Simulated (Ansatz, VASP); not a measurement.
**One calculation of TaSi2, two programs**

```
Ta Si
1.0
     4.76086    0.00000    0.00000
    -2.38043    4.12303    0.00000
     0.00000    0.00000    6.55578
Ta Si
3 6
Direct
  0.50000 0.00000 0.50000
  0.50000 0.50000 0.83333
  0.00000 0.50000 0.16667
  0.15927 0.31854 0.50000
  0.84073 0.15927 0.83333
  0.68146 0.84073 0.16667
  0.84073 0.68146 0.50000
  0.15927 0.84073 0.83333
  0.31854 0.15927 0.16667
```

Alike in both runs: functional PBEsol; k mesh 12 × 12 × 6; occupations gaussian, width 0.1 eV; no spin polarisation.

Ansatz relaxed the structure, and its values are those at the end. VASP's run is a single point on that final structure, the one shown.

```csv
,VASP,Ansatz
version,VASP 6.6.1,Ansatz 0.2.0
potentials or method,"VASP PAW PBE potentials, release 64 (Ta_pv, Si), cutoff 520 eV","scalar-relativistic, plane waves, PAW"
valence electrons in the cell,57,63
```

|  | VASP | Ansatz | Ansatz less VASP |
| --- | --- | --- | --- |
| gap on the k mesh at the Fermi level (eV) | none | none | - |
| pressure (GPa) | 0.3 | 0.0 | -0.32 |

VASP's potentials were made for PBE, not for PBEsol. A gap of «none» marks a metal or a gap that the smearing closes. The functional is the same, so the differences come from potentials, cutoffs and numerics. VASP's potentials hold 57 valence electrons a cell and Ansatz's 63, so a difference there can come from the potentials and not from the codes.

Neither program's run includes spin-orbit coupling.
